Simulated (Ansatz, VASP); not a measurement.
**AlN: VASP beside Ansatz**

```
CELL_PARAMETERS angstrom
0.00000 2.00550 2.00550
2.00550 0.00000 2.00550
2.00550 2.00550 0.00000
ATOMIC_POSITIONS crystal
Al 0.00000 0.00000 0.00000
N 0.50000 0.50000 0.50000
```

Alike in both runs: functional LDA; k mesh 8 × 8 × 8; no spin polarisation.

Ansatz relaxed the structure, and its values are those at the end. VASP's run is a single point on that final structure, the one shown.

```csv
,VASP,Ansatz
version,VASP 6.6.1,Ansatz 0.2.0
potentials or method,"VASP PAW LDA potentials, release 64 (Al, N), cutoff 520 eV","plane waves, PAW"
occupations,"methfessel-paxton of order 1, width 0.1 eV",methfessel-paxton of order 1
valence electrons in the cell,8,8
```

Ansatz gave:

* pressure (GPa): 0.0

Q: What did VASP give for the same quantities?

A: Pressure (GPa): 0.6.

LDA's correlation is that of Perdew and Zunger in VASP and of Perdew and Wang (1992) in Ansatz.
